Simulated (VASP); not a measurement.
Here is a VASP 6.6.1 calculation.

The input POSCAR:

```
Cu
1.0
    0.0000000000      1.8075000000      1.8075000000
    1.8075000000      0.0000000000      1.8075000000
    1.8075000000      1.8075000000      0.0000000000
Cu
1
Direct
    0.0000000000      0.0000000000      0.0000000000
```

INCAR.step1

```
PREC = Accurate
ENCUT = 520
ISMEAR = 1
SIGMA = 0.1
LREAL = False
LASPH = True
NELM = 80
NBANDS = 12
GGA = PE
ALGO = Normal
EDIFF = 1E-4
LWAVE = True
LCHARG = False
```

The input INCAR.step2:

```
PREC = Accurate
ENCUT = 520
EDIFF = 1E-6
ISMEAR = 1
SIGMA = 0.1
LREAL = False
LASPH = True
NELM = 80
ALGO = Normal
ISIF = 2
LWAVE = False
LCHARG = False
METAGGA = R2SCAN
LMIXTAU = True
NBANDS = 12
ISTART = 1
```

KPOINTS

```
regular mesh
0
Gamma
  5 5 5
```

Potentials or basis: VASP PAW PBE potentials, release 64 (Cu).

The run is started by

```console
$ cat potpaw_PBE.64/Cu/POTCAR > POTCAR
$ cp INCAR.step1 INCAR
$ mpirun -np 1 vasp_std > vasp.out
$ cp INCAR.step2 INCAR
$ mpirun -np 1 vasp_std > vasp.out
```

(1) What does it give for the pressure?

Answers

(1) -5.0 GPa.

Caveat: the k points lie up to 0.60 Å⁻¹ apart; the PAW data sets were made with another functional, which shifts forces and pressure a little.
